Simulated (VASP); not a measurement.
# BaTiO3 in VASP: a series of runs, part 2 of 2

VASP 6.6.1. Earlier steps stand in the parts before.

**4. Single point, r2SCAN**

This run uses another cell than the first one, of 13.00 Å³/atom.

POSCAR reads:

```
BaTiO3
1.0
    3.9940387829      0.0000000000      0.0000000000
    0.0000000000      3.9940387829      0.0000000000
    0.0000000000      0.0000000000      4.0739195585
Ba Ti O
1 1 3
Direct
    0.5000000000      0.5000000000      0.5000000000
    0.0000000000      0.0000000000      0.0000000000
    0.5000000000      0.0000000000      0.0000000000
    0.0000000000      0.5000000000      0.0000000000
    0.0000000000      0.0000000000      0.5000000000
```

INCAR.step1 reads:

```
SYSTEM = BaTiO3
ALGO = Normal
EDIFF = 1E-4
ENCUT = 520
GGA = PE
ISMEAR = 0
LASPH = .TRUE.
LCHARG = .FALSE.
LREAL = .FALSE.
LWAVE = .TRUE.
NBANDS = 28
NELM = 60
PREC = Accurate
SIGMA = 0.02
```

INCAR.step2 reads:

```
SYSTEM = BaTiO3
ALGO = Normal
EDIFF = 1E-6
ENCUT = 520
ISIF = 2
ISMEAR = 0
ISTART = 1
LASPH = .TRUE.
LCHARG = .TRUE.
LELF = .TRUE.
LMIXTAU = .TRUE.
LREAL = .FALSE.
LVHAR = .TRUE.
LWAVE = .FALSE.
METAGGA = R2SCAN
NBANDS = 28
NELM = 60
PREC = Accurate
SIGMA = 0.02
```

KPOINTS reads:

```
k-points
0
G
  8 8 8
  0 0 0
```

Started as:

```bash
cat potpaw_PBE.64/Ba_sv/POTCAR potpaw_PBE.64/Ti_sv/POTCAR potpaw_PBE.64/O/POTCAR > POTCAR
cp INCAR.step1 INCAR
mpirun -np 1 vasp_std > vasp.out
cp INCAR.step2 INCAR
mpirun -np 1 vasp_std > vasp.out
```

It took 4.2 min on 1 thread of Intel Xeon Platinum 8488C (Sapphire Rapids), shared host; peak memory 0.26 GiB.

It converged, with:

| Property | Result |
| --- | --- |
| Free energy | -74.2237 eV |
| Pressure | -1.5 GPa |
| Band gap on the k mesh | 2.07 eV (least direct gap 2.25 eV) |

Stress tensor (GPa, compression positive):
```
-0.27  0.00  0.00
 0.00 -0.27  0.00
 0.00  0.00 -3.95
```

Levels at points of the mesh, in eV from the valence-band top:
| k point | band 17 | band 18 | band 19 | band 20 | band 21 | band 22 | band 23 | band 24 |
| --- | --- | --- | --- | --- | --- | --- | --- | --- |
| (0.00, 0.00, 0.00) | -1.10 | -0.21 | -0.19 | -0.19 | 2.07 | 2.07 | 2.10 | 3.97 |
| (0.50, 0.00, 0.00) | -1.91 | -1.89 | -0.79 | -0.76 | 2.22 | 3.80 | 3.81 | 4.01 |
| (0.50, 0.50, 0.00) | -1.80 | -0.81 | -0.81 | -0.08 | 3.81 | 3.81 | 4.27 | 4.82 |
| (0.00, 0.00, 0.50) | -1.69 | -1.69 | -0.76 | -0.76 | 2.23 | 3.64 | 3.64 | 4.13 |
| (0.50, 0.00, 0.50) | -1.82 | -0.98 | -0.98 | -0.14 | 3.65 | 3.82 | 4.17 | 5.00 |
| (0.50, 0.50, 0.50) | -2.40 | -0.04 | -0.04 | 0.00 | 4.40 | 4.40 | 4.49 | 7.28 |

Caveat: the PAW data sets were made with another functional, which shifts forces and pressure a little; spin-orbit coupling is left out, which moves the levels of the heavy elements. A k mesh can miss the band edges.

**5. Single point, r2SCAN (strain along c alone, the other axes held: +3.0 %)**

Changes to POSCAR since step 4:

```diff
@@ -4,3 +4,3 @@
     0.0000000000      3.9940387829      0.0000000000
-    0.0000000000      0.0000000000      4.0739195585
+    0.0000000000      0.0000000000      4.1138599464
 Ba Ti O
```

INCAR.step1 reads:

```
ALGO     = Normal         # electronic algorithm
EDIFF    = 1E-4           # SCF threshold, eV
ENCUT    = 520            # plane-wave cutoff, eV
GGA      = PE             # functional
ISMEAR   = 0              # smearing method
LASPH    = True           # aspherical terms in the spheres
LCHARG   = False          # write CHGCAR
LREAL    = False          # projectors in reciprocal space
LWAVE    = True           # write WAVECAR
NBANDS   = 28             # bands
NELM     = 60             # most SCF steps
PREC     = Accurate       # precision mode
SIGMA    = 0.02           # smearing width, eV
```

INCAR.step2 reads:

```
ALGO     = Normal         # electronic algorithm
EDIFF    = 1E-6           # SCF threshold, eV
ENCUT    = 520            # plane-wave cutoff, eV
ISIF     = 2              # what is computed and relaxed
ISMEAR   = 0              # smearing method
ISTART   = 1            
LASPH    = True           # aspherical terms in the spheres
LCHARG   = False          # write CHGCAR
LMIXTAU  = True         
LREAL    = False          # projectors in reciprocal space
LWAVE    = False          # write WAVECAR
METAGGA  = R2SCAN         # meta-GGA
NBANDS   = 28             # bands
NELM     = 60             # most SCF steps
PREC     = Accurate       # precision mode
SIGMA    = 0.02           # smearing width, eV
```

KPOINTS reads:

```
k-points
0
Gamma
  8 8 8
```

Started as:

```bash
cat potpaw_PBE.64/Ba_sv/POTCAR potpaw_PBE.64/Ti_sv/POTCAR potpaw_PBE.64/O/POTCAR > POTCAR
cp INCAR.step1 INCAR
mpirun -np 1 vasp_std > vasp.out
cp INCAR.step2 INCAR
mpirun -np 1 vasp_std > vasp.out
```

It took 4.2 min on 1 thread of Intel Xeon Platinum 8488C (Sapphire Rapids), shared host; peak memory 0.27 GiB.

The run converged. Its results:

- Free energy: -74.2037 eV
- Pressure: -3.0 GPa
- Band gap on the k mesh: 2.03 eV (least direct gap 2.23 eV)

Stress tensor (GPa, compression positive):
```
-1.31  0.00  0.00
 0.00 -1.31  0.00
 0.00  0.00 -6.47
```

Levels at points of the mesh, in eV from the valence-band top:
| k point | band 18 | band 19 | band 20 | band 21 | band 22 | band 23 |
| --- | --- | --- | --- | --- | --- | --- |
| (0.00, 0.00, 0.00) | -0.23 | -0.20 | -0.20 | 2.03 | 2.03 | 2.08 |
| (0.50, 0.00, 0.00) | -1.86 | -0.81 | -0.77 | 2.18 | 3.77 | 3.78 |
| (0.50, 0.50, 0.00) | -0.77 | -0.77 | -0.07 | 3.77 | 3.77 | 4.24 |
| (0.00, 0.00, 0.50) | -1.62 | -0.77 | -0.77 | 2.20 | 3.53 | 3.53 |
| (0.50, 0.00, 0.50) | -1.03 | -1.02 | -0.16 | 3.54 | 3.78 | 4.09 |
| (0.50, 0.50, 0.50) | -0.05 | -0.05 | 0.00 | 4.32 | 4.32 | 4.45 |

Caveat: the cell differs from its parent crystal (strain along c alone, the other axes held: +3.0 %); the stress differs along the axes, from -6 to -1 GPa; the PAW data sets were made with another functional, which shifts forces and pressure a little; spin-orbit coupling is left out, which moves the levels of the heavy elements.

**6. Single point, r2SCAN**

This run uses another cell than the first one, of 13.13 Å³/atom.

POSCAR is that of step 5.

INCAR.step1 reads:

```
SYSTEM = BaTiO3
ALGO = Normal
EDIFF = 1E-4
ENCUT = 520
GGA = PE
ISMEAR = 0
LASPH = .True.
LCHARG = .False.
LREAL = .False.
LWAVE = .True.
NBANDS = 28
NELM = 60
PREC = Accurate
SIGMA = 0.02
```

INCAR.step2 reads:

```
SYSTEM = BaTiO3
ALGO = Normal
EDIFF = 1E-7
ENCUT = 520
ISIF = 2
ISMEAR = 0
ISTART = 1
LASPH = .True.
LCHARG = .True.
LELF = .True.
LMIXTAU = .True.
LREAL = .False.
LVHAR = .True.
LWAVE = .False.
METAGGA = R2SCAN
NBANDS = 28
NELM = 60
PREC = Accurate
SIGMA = 0.02
```

KPOINTS reads:

```
k-points
0
Gamma
  8 8 8
  0 0 0
```

Potentials or basis: VASP PAW PBE potentials, release 64 (Ba_sv, Ti_sv, O).

Started as:

```bash
cat potpaw_PBE.64/Ba_sv/POTCAR potpaw_PBE.64/Ti_sv/POTCAR potpaw_PBE.64/O/POTCAR > POTCAR
cp INCAR.step1 INCAR
mpirun -np 1 vasp_std > vasp.out
cp INCAR.step2 INCAR
mpirun -np 1 vasp_std > vasp.out
```

OUTCAR:

```text
SYSTEM = BaTiO3
   EDIFF = 1E-7
   ENCUT = 520
   ISIF = 2
   ISMEAR = 0
   ISTART = 1
   LASPH = .True.
   LREAL = .False.
   METAGGA = R2SCAN
   NELM = 60
   PREC = Accurate

 ion  position               nearest neighbor table
   1  0.500  0.500  0.500-   5 2.82   5 2.82   5 2.82   5 2.82   4 2.87   3 2.87   4 2.87   3 2.87
                             4 2.87   3 2.87   4 2.87   3 2.87   2 3.49   2 3.49   2 3.49   2 3.49
   2  0.000  0.000  0.000-   3 2.00   4 2.00   4 2.00   3 2.00   5 2.06   5 2.06   1 3.49   1 3.49
                             1 3.49   1 3.49   1 3.49   1 3.49   1 3.49   1 3.49
   3  0.500  0.000  0.000-   2 2.00   2 2.00   1 2.87   1 2.87   1 2.87   1 2.87
   4  0.000  0.500  0.000-   2 2.00   2 2.00   1 2.87   1 2.87   1 2.87   1 2.87
   5  0.000  0.000  0.500-   2 2.06   2 2.06   1 2.82   1 2.82   1 2.82   1 2.82

  LATTYP: Found a simple tetragonal cell.
 ALAT       =     3.9940387829
 C/A-ratio  =     1.0300000000

  Lattice vectors:

 A1 = (   3.9940387829,   0.0000000000,   0.0000000000)
 A2 = (   0.0000000000,   3.9940387829,   0.0000000000)
 A3 = (   0.0000000000,   0.0000000000,   4.1138599464)

Analysis of symmetry for initial positions (statically):
=====================================================================
 Subroutine PRICEL returns:
 Original cell was already a primitive cell.

 Routine SETGRP: Setting up the symmetry group for a
 simple tetragonal supercell.

 Subroutine GETGRP returns: Found 16 space group operations
 (whereof 16 operations were pure point group operations)
 out of a pool of 16 trial point group operations.

The static configuration has the point symmetry D_4h.

Analysis of symmetry for dynamics (positions and initial velocities):
=====================================================================
 Subroutine PRICEL returns:
 Original cell was already a primitive cell.

 Routine SETGRP: Setting up the symmetry group for a
 simple tetragonal supercell.
[... 125 lines left out ...]
   EFERMI =   0.00;   METHOD = LEGACY
   ISMEAR =     0;   SIGMA  =   0.02  broadening in eV -4-tet -1-fermi 0-gaus
   EFERMI_NEDOS =   21; number of points for ismear=-14 and -15
   IALGO  =     38    algorithm
   IMIX   =      4    mixing-type and parameters
     AMIX     =   0.40;   BMIX     =  1.00
     AMIX_MAG =   1.60;   BMIX_MAG =  1.00
  volume/ion in A,a.u.               =      13.13        88.57
  Fermi-wavevector in a.u.,A,eV,Ry     =   1.388045  2.623024 26.213914  1.926668
  Thomas-Fermi vector in A             =   2.512208
   LORBIT       =      0    0 simple, 1 ext, 2 COOP (PROOUT), +10 PAW based schemes
   METAGGA = R2SCAN    functional components
   LHFCALC =     F    Hartree Fock is set to
   AEXX    =    0.0000 exact exchange contribution
   IVDW    =     0    specifies the selected vdW correction
   LEPSILON=     F    determine dielectric tensor
   LRPA    =     F    only Hartree local field effects (RPA)
 non-spin polarized calculation
 Gauss-broadening in eV      SIGMA  =   0.02
  energy-cutoff  :      520.00
  volume of cell :       65.63
 maximum number of plane-waves:      1795
 NGX is ok and might be reduce to    30
   NGX = 15   NGY = 15   NGZ = 15

 number of electron      39.9999988 magnetization

 Free energy of the ion-electron system (eV)
  ---------------------------------------------------
  ext. energy  EPLUGINS =         0.00000000
  ---------------------------------------------------
  free energy    TOTEN  =       -74.20367759 eV

  energy without entropy =      -74.20367759  energy(sigma->0) =      -74.20367759

 E-fermi :   3.5164     XC(G=0): -11.7872

 val. band max:        3.3928772505   @ k =   0.5000   0.5000   0.5000
 cond. band min:       5.4179459510   @ k =   0.0000   0.0000   0.0000
 fundamental gap:      2.0250687005
 Fermi energy:         3.5164345474

 k-point     1 :       0.0000    0.0000    0.0000
  band No.  band energies     occupation
      1     -55.6321      2.00000
      2     -30.7809      2.00000
      3     -30.7809      2.00000
      4     -30.7712      2.00000
      5     -22.1728      2.00000
      6     -14.4825      2.00000
[... 733 lines left out ...]
     27      11.8507      0.00000
     28      12.6614      0.00000

 [... further k-points ...]
[... 5 lines left out ...]
  --------------------------------------------------------------------------------------
  -------------------------------------------------------------------------------------
  Total       -0.5261224     -0.5261224     -2.6434507      0.0000000     -0.0000000      0.0000000
  in kB      -12.8446810    -12.8446810    -64.5368455      0.0000000     -0.0000000      0.0000000
  external PRESSURE =     -30.0754025 kB  Pullay stress =       0.0000000 kB

 VOLUME and BASIS-vectors are now :
 -----------------------------------------------------------------------------
  energy-cutoff  :      520.00
  volume of cell :       65.63
      direct lattice vectors                 reciprocal lattice vectors
     3.994038783  0.000000000  0.000000000     0.250373132  0.000000000  0.000000000
     0.000000000  3.994038783  0.000000000     0.000000000  0.250373132  0.000000000
     0.000000000  0.000000000  4.113859946     0.000000000  0.000000000  0.243080711

 POSITION                                       TOTAL-FORCE (eV/Angst)
 -----------------------------------------------------------------------------------
      1.99702      1.99702      2.05693         0.000000      0.000000      0.000000
      0.00000      0.00000      0.00000         0.000000      0.000000      0.000000
      1.99702      0.00000      0.00000         0.000000      0.000000      0.000000
      0.00000      1.99702      0.00000         0.000000      0.000000      0.000000
      0.00000      0.00000      2.05693         0.000000      0.000000      0.000000
 -----------------------------------------------------------------------------------
    total drift:                                0.000000     -0.000000      0.000000

  FREE ENERGIE OF THE ION-ELECTRON SYSTEM (eV)
  ---------------------------------------------------
  free  energy   TOTEN  =       -74.2036775940 eV

  energy  without entropy=      -74.2036775940  energy(sigma->0) =      -74.20367759
```

OUTCAR.step1:

```text
SYSTEM = BaTiO3
   EDIFF = 1E-4
   ENCUT = 520
   GGA = PE
   ISMEAR = 0
[... 980 lines left out ...]
      0.00000      0.00000      0.00000         0.000000      0.000000      0.000000
      1.99702      0.00000      0.00000         0.000000      0.000000      0.000000
      0.00000      1.99702      0.00000         0.000000      0.000000      0.000000
      0.00000      0.00000      2.05693         0.000000      0.000000      0.000000
 -----------------------------------------------------------------------------------
    total drift:                                0.000000     -0.000000      0.000000

  FREE ENERGIE OF THE ION-ELECTRON SYSTEM (eV)
  ---------------------------------------------------
  free  energy   TOTEN  =       -39.9655880039 eV

  energy  without entropy=      -39.9655880039  energy(sigma->0) =      -39.96558800
```

OSZICAR.step1:

```text
N       E                     dE             d eps       ncg     rms          rms(c)
DAV:   1     0.425361648044E+03    0.42536E+03   -0.20393E+04  4200   0.151E+03
DAV:   2    -0.969512950019E+01   -0.43506E+03   -0.41532E+03  4928   0.412E+02
DAV:   3    -0.491005674085E+02   -0.39405E+02   -0.39037E+02  4856   0.131E+02
DAV:   4    -0.510460242614E+02   -0.19455E+01   -0.19419E+01  6688   0.257E+01
DAV:   5    -0.510769199235E+02   -0.30896E-01   -0.30889E-01  5296   0.312E+00    0.224E+01
DAV:   6    -0.402155154938E+02    0.10861E+02   -0.58712E+01  5928   0.650E+01    0.991E+00
DAV:   7    -0.401538547063E+02    0.61661E-01   -0.10617E+01  5580   0.232E+01    0.643E+00
DAV:   8    -0.399663979511E+02    0.18746E+00   -0.63464E-01  5196   0.685E+00    0.346E+00
DAV:   9    -0.400010026205E+02   -0.34605E-01   -0.40712E-01  5992   0.547E+00    0.173E+00
DAV:  10    -0.399704063386E+02    0.30596E-01   -0.19623E-01  4924   0.440E+00    0.579E-01
DAV:  11    -0.399656482680E+02    0.47581E-02   -0.21868E-02  5236   0.922E-01    0.172E-01
DAV:  12    -0.399657980312E+02   -0.14976E-03   -0.24618E-03  5104   0.456E-01    0.118E-01
DAV:  13    -0.399656463354E+02    0.15170E-03   -0.27065E-04  3740   0.174E-01    0.714E-02
DAV:  14    -0.399655880039E+02    0.58331E-04   -0.15483E-04  3588   0.117E-01
   1 F= -.39965588E+02 E0= -.39965588E+02  d E =-.294333E-14
```

It took 6.4 min on 1 thread of Intel Xeon Platinum 8488C (Sapphire Rapids), shared host; peak memory 0.28 GiB.

Results:

| Item | Value |
| --- | --- |
| Free energy | -74.2037 eV |
| Pressure | -3.0 GPa |
| Band gap on the k mesh | 2.02 eV (least direct gap 2.23 eV) |

Stress tensor (GPa, compression positive):
```
-1.28  0.00  0.00
 0.00 -1.28  0.00
 0.00  0.00 -6.45
```

Caveat: the stress differs along the axes, from -6 to -1 GPa; the PAW data sets were made with another functional, which shifts forces and pressure a little; spin-orbit coupling is left out, which moves the levels of the heavy elements.

**7. Single point, r2SCAN (biaxial strain in the a-b plane: +1.0 %, then relaxed in part)**

Changes to POSCAR since step 6:

```diff
@@ -2,5 +2,5 @@
 1.0
-    3.9940387829      0.0000000000      0.0000000000
-    0.0000000000      3.9940387829      0.0000000000
-    0.0000000000      0.0000000000      4.1138599464
+    4.0339791706      0.0000000000      0.0000000000
+    0.0000000000      4.0339791706      0.0000000000
+    0.0000000000      0.0000000000      3.9660901331
 Ba Ti O
```

INCAR.step1 reads:

```
SYSTEM = BaTiO3
  PREC = Accurate
  ENCUT = 910
  ISMEAR = 0
  SIGMA = 0.02
  LREAL = .False.
  LASPH = .True.
  NELM = 120
  NBANDS = 28
  GGA = PE
  ALGO = Normal
  EDIFF = 1E-5
  LWAVE = .True.
  LCHARG = .False.
  GGA_COMPAT = .False.
```

INCAR.step2 reads:

```
SYSTEM = BaTiO3
  PREC = Accurate
  ENCUT = 910
  EDIFF = 1E-6
  ISMEAR = 0
  SIGMA = 0.02
  LREAL = .False.
  LASPH = .True.
  NELM = 120
  ALGO = Normal
  ISIF = 2
  LWAVE = .False.
  LCHARG = .False.
  METAGGA = R2SCAN
  LMIXTAU = .True.
  NBANDS = 28
  ISTART = 1
  GGA_COMPAT = .False.
```

KPOINTS reads:

```
regular mesh
0
Gamma
  8 8 8
  0 0 0
```

Potentials or basis: VASP PAW PBE potentials, release 64 (Ba_sv, Ti_sv, O_h).

Started as:

```bash
cat potpaw_PBE.64/Ba_sv/POTCAR potpaw_PBE.64/Ti_sv/POTCAR potpaw_PBE.64/O_h/POTCAR > POTCAR
cp INCAR.step1 INCAR
mpirun -np 1 vasp_std > vasp.out
cp INCAR.step2 INCAR
mpirun -np 1 vasp_std > vasp.out
```

Wall time 13 min (1 thread of Intel Xeon Platinum 8259CL at 2.50GHz (Skylake/Cascade Lake), shared host); peak memory 0.49 GiB.

The run converged. Its results:

| Item | Value |
| --- | --- |
| Free energy | -74.2608 eV |
| Pressure | -0.5 GPa |
| Band gap on the k mesh | 2.09 eV (least direct gap 2.25 eV) |

Stress tensor (GPa, compression positive):
```
-1.63  0.00  0.00
 0.00 -1.63  0.00
 0.00  0.00  1.79
```

Levels at points of the mesh, in eV from the valence-band top:
| k point | band 18 | band 19 | band 20 | band 21 | band 22 | band 23 |
| --- | --- | --- | --- | --- | --- | --- |
| (0.00, 0.00, 0.00) | -0.18 | -0.18 | -0.16 | 2.09 | 2.13 | 2.13 |
| (0.50, 0.00, 0.00) | -1.76 | -0.76 | -0.74 | 2.27 | 3.75 | 3.76 |
| (0.50, 0.50, 0.00) | -1.00 | -1.00 | -0.13 | 3.77 | 3.77 | 4.19 |
| (0.00, 0.00, 0.50) | -1.91 | -0.76 | -0.76 | 2.26 | 3.91 | 3.91 |
| (0.50, 0.00, 0.50) | -0.86 | -0.85 | -0.09 | 3.76 | 3.91 | 4.29 |
| (0.50, 0.50, 0.50) | -0.04 | 0.00 | 0.00 | 4.44 | 4.52 | 4.52 |

Caveat: the cell differs from its parent crystal (biaxial strain in the a-b plane: +1.0 %, then relaxed in part); the PAW data sets were made with another functional, which shifts forces and pressure a little; spin-orbit coupling is left out, which moves the levels of the heavy elements. A k mesh can miss the band edges.

**8. Summary**

| task | potentials or basis | cell | cutoff (eV) | gap on the mesh (eV) | pressure (GPa) |
| --- | --- | --- | --- | --- | --- |
| relaxation of cell and atoms | VASP PAW PBE potentials, release 64 (Ba_sv, Ti_sv, O) | relaxed to 4 GPa from a = 3.966 Å, 5 atoms | 600 | 2.18 | 4.0 |
| relaxation of cell and atoms | VASP PAW PBE potentials, release 64 (Ba_sv, Ti_sv, O) | relaxed to 1 GPa from a = 3.981 Å, 5 atoms | 600 | 2.14 | 1.0 |
| single point | VASP PAW PBE potentials, release 64 (Ba_sv, Ti_sv, O) | a = 3.994, b = 3.994, c = 4.074 Å, 5 atoms | 520 | 2.07 | -1.5 |
| single point | VASP PAW PBE potentials, release 64 (Ba_sv, Ti_sv, O) | a = 3.994, b = 3.994, c = 4.114 Å, 5 atoms | 520 | 2.02 | -3.0 |
| single point | VASP PAW PBE potentials, release 64 (Ba_sv, Ti_sv, O_h) | a = 4.034, b = 4.034, c = 3.966 Å, 5 atoms | 910 | 2.09 | -0.5 |

Alike in all rows: level r2SCAN; no spin polarisation; k mesh 8 × 8 × 8; smearing gaussian 0.02 eV.

Caveats: the PAW data sets were made with another functional, which shifts forces and pressure a little; spin-orbit coupling is left out, which moves the levels of the heavy elements; the cell is relaxed towards a set pressure, so the run minimises the enthalpy, not the energy (at least some runs); the stress differs along the axes, from -6 to -1 GPa (at least some runs).

Absolute energies hang on the potentials; compare differences alone.
